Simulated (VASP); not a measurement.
# C (P1) in VASP: single point with PBE+D3(BJ)

Aim: the single point of C with PBE+D3(BJ).

Everything below comes from runs of VASP 6.6.1. Logs are shortened: lines on timing, memory, paths and dates and some standing lists are left out, and cuts for length are marked.

## Step 1: The cell of the first run

The typed cell holds 16 atoms: a = 5.132 Å, b = 5.132 Å, c = 5.132 Å, α = 60.00°, β = 60.00°, γ = 60.00°.

## Step 2: Single point, PBE+D3(BJ)

INCAR

```
SYSTEM = C
ALGO = Normal
EDIFF = 1E-6
ENCUT = 520
GGA = PE
ISIF = 2
ISMEAR = -1
IVDW = 12
LASPH = .TRUE.
LCHARG = .FALSE.
LREAL = Auto
LWAVE = .FALSE.
NBANDS = 46
NELM = 100
PREC = Accurate
SIGMA = 0.17
```

KPOINTS

```
k-points
0
G
  4 4 4
  0 0 0
```

POSCAR

```
C
1.0
    0.0000000000      3.6285350000      3.6285350000
    3.6285350000      0.0000000000      3.6285350000
    3.6285350000      3.6285350000      0.0000000000
C
16
Direct
   -0.0120020890      0.0262502635     -0.0186163286
    0.0862607085      0.1582456832      0.1264146550
   -0.0204076852      0.0180651420      0.4905423263
    0.0620222762      0.1633028206      0.6179491172
   -0.0395338615      0.5582004859     -0.0312660619
    0.1003021881      0.6558431984      0.0965265596
   -0.0498823906      0.5308478491      0.4919065132
    0.0971604242      0.6625125567      0.6005591788
    0.4633412658      0.0433921679     -0.0120572077
    0.5969764657      0.1365702687      0.1440388476
    0.4450418695      0.0336912831      0.4818611368
    0.5371451564      0.1684564156      0.6377367174
    0.4755362701      0.5229934395     -0.0304255023
    0.5878267676      0.6609692341      0.0848689623
    0.4576778231      0.5241233721      0.4908041400
    0.5896181241      0.6401343793      0.6128506408
```

Potentials or basis: VASP PAW PBE potentials, release 64 (C).

On the command line:

```console
$ cat potpaw_PBE.64/C/POTCAR > POTCAR
$ mpirun -np 1 vasp_std > vasp.out
```

OUTCAR:

```text
SYSTEM = C
   EDIFF = 1E-6
   ENCUT = 520
   GGA = PE
   ISIF = 2
   ISMEAR = -1
   IVDW = 12
   LASPH = .TRUE.
   LREAL = Auto
   NELM = 100
   PREC = Accurate
 IVDW          = 12

 ion  position               nearest neighbor table
   1  0.988  0.026  0.981-   4 1.54   6 1.55   2 1.58  10 1.64
   2  0.086  0.158  0.126-   3 1.53   1 1.58   9 1.58   5 1.68
   3  0.980  0.018  0.491-   8 1.49   4 1.50   2 1.53  12 1.85
   4  0.062  0.163  0.618-   3 1.50   1 1.54   7 1.54  11 1.61
   5  0.960  0.558  0.969-   6 1.53   8 1.54  14 1.57   2 1.68
   6  0.100  0.656  0.097-   5 1.53   1 1.55  13 1.57   7 1.66
[... 8 lines left out ...]
  15  0.458  0.524  0.491-  12 1.50   8 1.51  16 1.55  14 1.70
  16  0.590  0.640  0.613-  13 1.49   7 1.51  15 1.55  11 1.65

  LATTYP: Found a face centered cubic cell.
 ALAT       =     7.2570700000

  Lattice vectors:

 A1 = (   0.0000000000,   3.6285350000,   3.6285350000)
 A2 = (   3.6285350000,   0.0000000000,   3.6285350000)
 A3 = (   3.6285350000,   3.6285350000,   0.0000000000)

Analysis of symmetry for initial positions (statically):
=====================================================================
 Subroutine PRICEL returns:
 Original cell was already a primitive cell.

 Routine SETGRP: Setting up the symmetry group for a
 face centered cubic supercell.

 Subroutine GETGRP returns: Found  1 space group operations
 (whereof  1 operations were pure point group operations)
 out of a pool of 48 trial point group operations.

The static configuration has the point symmetry C_1 .

Analysis of symmetry for dynamics (positions and initial velocities):
=====================================================================
 Subroutine PRICEL returns:
 Original cell was already a primitive cell.

 Routine SETGRP: Setting up the symmetry group for a
 face centered cubic supercell.

 Subroutine GETGRP returns: Found  1 space group operations
 (whereof  1 operations were pure point group operations)
 out of a pool of 48 trial point group operations.

The dynamic configuration has the point symmetry C_1 .

 Subroutine INISYM returns: Found  1 space group operations
 (whereof  1 operations are pure point group operations),
 and found     1 'primitive' translations

----------------------------------------------------------------------------------------

                                     Primitive cell

  volume of cell :      95.5485

  direct lattice vectors                    reciprocal lattice vectors
     0.000000000  3.628535000  3.628535000    -0.137796659  0.137796659  0.137796659
     3.628535000  0.000000000  3.628535000     0.137796659 -0.137796659  0.137796659
     3.628535000  3.628535000  0.000000000     0.137796659  0.137796659 -0.137796659

  length of vectors
     5.131523409  5.131523409  5.131523409     0.238670814  0.238670814  0.238670814

  position of ions in fractional coordinates (direct lattice)
     0.987997911  0.026250264  0.981383671
     0.086260708  0.158245683  0.126414655
     0.979592315  0.018065142  0.490542326
     0.062022276  0.163302821  0.617949117
     0.960466139  0.558200486  0.968733938
     0.100302188  0.655843198  0.096526560
[... 8 lines left out ...]
     0.457677823  0.524123372  0.490804140
     0.589618124  0.640134379  0.612850641

  ion indices of the primitive-cell ions
   primitive index   ion index
                 1           1
                 2           2
                 3           3
                 4           4
                 5           5
                 6           6
[... 8 lines left out ...]
                15          15
                16          16

----------------------------------------------------------------------------------------

 KPOINTS: k-points

Automatic generation of k-mesh.
 Grid dimensions read from file:
 generate k-points for:    4    4    4

 Generating k-lattice:

  Cartesian coordinates                     Fractional coordinates (reciprocal lattice)
    -0.034449165  0.034449165  0.034449165     0.250000000  0.000000000  0.000000000
     0.034449165 -0.034449165  0.034449165     0.000000000  0.250000000  0.000000000
     0.034449165  0.034449165 -0.034449165     0.000000000  0.000000000  0.250000000

  Length of vectors
     0.059667704  0.059667704  0.059667704

  Shift w.r.t. Gamma in fractional coordinates (k-lattice)
     0.000000000  0.000000000  0.000000000

 Subroutine IBZKPT returns following result:
 ===========================================

 Found     36 irreducible k-points:

 Following reciprocal coordinates:
            Coordinates               Weight
  0.000000  0.000000  0.000000      1.000000
  0.250000  0.000000  0.000000      2.000000
  0.000000  0.250000  0.000000      2.000000
  0.000000  0.000000  0.250000      2.000000
  0.250000  0.250000  0.250000      2.000000
  0.500000  0.000000  0.000000      1.000000
[... 16 lines left out ...]
  0.250000  0.500000  0.500000      2.000000
  0.500000  0.000000  0.250000      2.000000
 [... further k-points ...]
   k-points           NKPTS =     36   k-points in BZ     NKDIM =     36   number of bands    NBANDS=     46
   number of dos      NEDOS =    301   number of ions     NIONS =     16
   total plane-waves  NPLWV =  64000
   dimension x,y,z NGX =    40 NGY =   40 NGZ =   40
   dimension x,y,z NGXF=    80 NGYF=   80 NGZF=   80
   ions per type =              16
   NGX,Y,Z   is equivalent  to a cutoff of  12.96, 12.96, 12.96 a.u.
   NGXF,Y,Z  is equivalent  to a cutoff of  25.92, 25.92, 25.92 a.u.
 SYSTEM =  C
   PREC   = accura    normal or accurate (medium, high low for compatibility)
   ISTART =      0    job   : 0-new  1-cont  2-samecut
   ICHARG =      2    charge: 1-file 2-atom 10-const
   ISPIN  =      1    spin polarized calculation?
   LNONCOLLINEAR =      F non collinear calculations
   LSORBIT =      F    spin-orbit coupling
   LASPH  =      T    aspherical Exc in radial PAW
   ENCUT  =  520.0 eV  38.22 Ry    6.18 a.u.   9.54  9.54  9.54*2*pi/ulx,y,z
   NELM   =    100;   NELMIN=  2; NELMDL= -5     # of ELM steps
   EDIFF  = 0.1E-05   stopping-criterion for ELM
   LREAL  =      T    real-space projection
   EDIFFG = 0.1E-04   stopping-criterion for IOM
   NSW    =      0    number of steps for IOM
   IBRION =     -1    ionic relax: 0-MD 1-quasi-New 2-CG
   NFREE  =      0    steps in history (QN), initial steepest desc. (CG)
   ISIF   =      2    stress and relaxation
   ISYM   =      2    0-nonsym 1-usesym 2-fastsym
   POTIM  = 0.5000    time-step for ionic-motion
   TEBEG  =    0.0;   TEEND  =   0.0 temperature during run
   PSTRESS=    0.0 pullay stress
   NELECT =      64.0000    total number of electrons
   NUPDOWN=      -1.0000    fix difference up-down
   EMIN   =  10.00;   EMAX   =-10.00  energy-range for DOS
   EFERMI =   0.00;   METHOD = LEGACY
   ISMEAR =    -1;   SIGMA  =   0.17  broadening in eV -4-tet -1-fermi 0-gaus
   EFERMI_NEDOS =   21; number of points for ismear=-14 and -15
   IALGO  =     38    algorithm
   IMIX   =      4    mixing-type and parameters
     AMIX     =   0.40;   BMIX     =  1.00
     AMIX_MAG =   1.60;   BMIX_MAG =  1.00
  volume/ion in A,a.u.               =       5.97        40.30
  Fermi-wavevector in a.u.,A,eV,Ry     =   1.432386  2.706818 27.915490  2.051731
  Thomas-Fermi vector in A             =   2.552019
   LORBIT       =      0    0 simple, 1 ext, 2 COOP (PROOUT), +10 PAW based schemes
   GGA     = PE    functional components
   LHFCALC =     F    Hartree Fock is set to
   AEXX    =    0.0000 exact exchange contribution
   IVDW    =    12    specifies the selected vdW correction
   LEPSILON=     F    determine dielectric tensor
   LRPA    =     F    only Hartree local field effects (RPA)
 non-spin polarized calculation
  energy-cutoff  :      520.00
  volume of cell :       95.55
 maximum number of plane-waves:      2637
 NGX is ok and might be reduce to    40
   NGX = 19   NGY = 19   NGZ = 19

 number of electron      64.0000000 magnetization

 Free energy of the ion-electron system (eV)
  ---------------------------------------------------
  ext. energy  EPLUGINS =         0.00000000
  ---------------------------------------------------
  free energy    TOTEN  =      -142.44931503 eV

  energy without entropy =     -142.44919836  energy(sigma->0) =     -142.44925669

 E-fermi :  10.9570     XC(G=0): -12.9982

 val. band max:        9.7885725262   @ k =   0.0000   0.0000   0.0000
 cond. band min:      12.2621775631   @ k =   0.0000   0.0000   0.0000
 fundamental gap:      2.4736050369
 Fermi energy:        10.9570136541

 k-point     1 :       0.0000    0.0000    0.0000
  band No.  band energies     occupation
      1     -11.8926      2.00000
      2      -6.6546      2.00000
      3      -6.5873      2.00000
      4      -6.4013      2.00000
      5      -6.3098      2.00000
      6      -4.5534      2.00000
[... 36 lines left out ...]
     43      15.9295      0.00000
     44      16.6103      0.00000

 k-point     2 :       0.2500    0.0000    0.0000
  band No.  band energies     occupation
      1     -11.4834      2.00000
      2      -8.3063      2.00000
      3      -6.7461      2.00000
      4      -6.4617      2.00000
      5      -6.2244      2.00000
      6      -5.4456      2.00000
[... 36 lines left out ...]
     43      16.4230      0.00000
     44      16.5786      0.00000

 k-point     3 :       0.0000    0.2500    0.0000
  band No.  band energies     occupation
      1     -11.4798      2.00000
      2      -8.3178      2.00000
      3      -6.7739      2.00000
      4      -6.4239      2.00000
      5      -6.3287      2.00000
      6      -5.3878      2.00000
[... 976 lines left out ...]
     43      17.9174      0.00000
     44      18.2012      0.00000

 k-point    24 :       0.5000    0.0000    0.2500
  band No.  band energies     occupation
      1     -10.4179      2.00000
      2      -9.3183      2.00000
      3      -8.2072      2.00000
      4      -7.2914      2.00000
      5      -7.1742      2.00000
      6      -5.4965      2.00000
[... 36 lines left out ...]
     43      17.4320      0.00000
     44      17.9494      0.00000

 [... further k-points ...]

 [bands above 44 left out]

------------------------ aborting loop because EDIFF is reached ----------------------------------------

 Edisp (eV)   -2.90793

 E8    (eV) :    -0.8381

  FORCE on cell =-STRESS in cart. coord.  units (eV):
  Direction    XX          YY          ZZ          XY          YZ          ZX
  --------------------------------------------------------------------------------------
  -------------------------------------------------------------------------------------
  Total      -9.99271   -10.43335    -9.93140    -0.62372    -0.64305    -1.59208
  in kB    -167.55987  -174.94864  -166.53176   -10.45860   -10.78285   -26.69635
  external pressure =     -169.68 kB  Pullay stress =        0.00 kB

 VOLUME and BASIS-vectors are now :
 -----------------------------------------------------------------------------
  energy-cutoff  :      520.00
  volume of cell :       95.55
      direct lattice vectors                 reciprocal lattice vectors
     0.000000000  3.628535000  3.628535000    -0.137796659  0.137796659  0.137796659
     3.628535000  0.000000000  3.628535000     0.137796659 -0.137796659  0.137796659
     3.628535000  3.628535000  0.000000000     0.137796659  0.137796659 -0.137796659

 POSITION                                       TOTAL-FORCE (eV/Angst)
 -----------------------------------------------------------------------------------
      3.65623      7.14597      3.68023         2.354267     -0.422979     -2.605549
      1.03290      0.77170      0.88720        -1.222189     -1.013889      1.475824
      1.84550      5.33443      3.62004         2.032352     -4.001623     -1.072907
      2.83480      2.46730      0.81760        -1.488548      2.126165      1.876228
      5.54054      7.00017      5.51053        -1.251681      1.737049     -2.532598
      2.73000      0.71420      2.74370         1.368486      0.176119     -0.658442
[... 8 lines left out ...]
      3.68270      3.44160      3.56250        -1.143904     -1.164311      1.198128
      4.54650      4.36320      4.46220         0.625976     -1.930912      1.006226
 -----------------------------------------------------------------------------------
    total drift:                               -0.008117     -0.012359     -0.033766

  FREE ENERGIE OF THE ION-ELECTRON SYSTEM (eV)
  ---------------------------------------------------
  free  energy   TOTEN  =      -145.3572430697 eV

  energy  without entropy=     -145.3571264044  energy(sigma->0) =     -145.35718474
```

Wall time 5.4 min (1 thread of Intel Xeon 8259CL, shared host); peak memory 0.29 GiB.

Results:

- Free energy: -145.3572 eV
- Pressure: -17.0 GPa
- Largest force: 6.700 eV/Å
- Band gap on the k mesh: 2.47 eV
- Dispersion energy per atom: -0.182 eV

Forces on the atoms (eV/Å):
```
C    2.354 -0.423 -2.606
C   -1.222 -1.014  1.476
C    2.032 -4.002 -1.073
C   -1.489  2.126  1.876
C   -1.252  1.737 -2.533
C    1.368  0.176 -0.658
C   -1.475 -0.055  2.184
C    0.424 -0.385 -2.263
C   -0.112  0.527 -2.893
C   -3.327 -5.003  2.963
C    2.882  3.888 -1.065
C   -4.271  1.602  3.011
C    2.222  1.545 -1.287
C    2.382  2.375  0.662
C   -1.144 -1.164  1.198
C    0.626 -1.931  1.006
```

Stress tensor (GPa, compression positive):
```
-16.76  -1.05  -2.67
 -1.05 -17.49  -1.08
 -2.67  -1.08 -16.65
```

Caveat: the cell stands under tension; forces of over 1 eV/Å act on the atoms, so gaps and moduli don't describe the material at rest.
